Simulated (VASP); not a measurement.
Set up this calculation in VASP 6.6.1, as the native input.

- Task: single point
- Functional: PBEsol
- Potentials or basis: VASP PAW PBE potentials, release 64 (Cu)
- Cutoff: 520 eV
- k mesh: 22 × 22 × 22
- Occupations: gaussian, width 0.15 eV
- Spin: no spin polarisation
- Dipole correction: no
- Further INCAR settings: ALGO = Normal; EDIFF = 1e-06; NBANDS = 12

The structure of Cu lies in POSCAR:

```
Cu
1.0
    0.0000000000      1.7352000000      1.7352000000
    1.7352000000      0.0000000000      1.7352000000
    1.7352000000      1.7352000000      0.0000000000
Cu
1
Direct
    0.0000000000      0.0000000000      0.0000000000
```

This cell differs from its parent crystal: strain -0.040 along x and y, -0.040 along z.

The input as run:

INCAR

```
PREC = Accurate
ENCUT = 520
EDIFF = 1E-6
ISMEAR = 0
SIGMA = 0.15
LREAL = False
LASPH = True
NELM = 80
ALGO = Normal
ISIF = 2
LWAVE = False
LCHARG = True
GGA = PS
LELF = True
LVHAR = True
NBANDS = 12
```

KPOINTS

```
Automatic mesh
0
Gamma
  22 22 22
```

Potentials or basis: VASP PAW PBE potentials, release 64 (Cu).

The run is started by

```console
$ cat potpaw_PBE.64/Cu/POTCAR > POTCAR
$ mpirun -np 1 vasp_std > vasp.out
```

It gave:

The pressure is 17.1 GPa.

Caveat: the cell differs from its parent crystal (strain -0.040 along x and y, -0.040 along z); the PAW data sets were made with another functional, which shifts forces and pressure a little.

Run time: 18 s on 1 thread of Intel(R) Xeon(R) Platinum 8559C (Emerald Rapids) (shared host), peak memory 0.15 GiB.
